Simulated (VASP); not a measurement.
Sn:

```xyz
1
Lattice="2.6275 0.0000 0.0000 0.0000 2.6275 0.0000 0.0000 0.0000 2.6275" Properties=species:S:1:pos:R:3 pbc="T T T"
Sn    0.0000    0.0000    0.0000
```

This cell differs from its parent crystal: volume scaled by 0.65.

Base run:

```yaml
Program: VASP 6.6.1
Functional: PBEsol
Potentials_or_basis: VASP PAW PBE potentials, release 64 (Sn_d)
Cutoff: 520 eV
k_mesh: 14 × 14 × 14
Occupations: fermi-dirac, width 0.1 eV
Spin: no spin polarisation
```

Its results: band gap on the k mesh zero (band 7 reaches 20.93 eV, above the bottom of band 8 at 10.57 eV); pressure 66.7 GPa.

Problem. The run is repeated on the same cell with these changes: cutoff from 520 eV to 500 eV; dispersion from none to D4. What comes out?

Solution. Band gap on the k mesh zero (band 7 reaches 20.93 eV, above the bottom of band 8 at 10.57 eV); pressure 63.7 GPa.

Caveats: the PAW data sets were made with another functional, which shifts forces and pressure a little; spin-orbit coupling is left out, which moves the levels of the heavy elements; pairwise dispersion overbinds metals, which lowers pressure and volume (some runs).
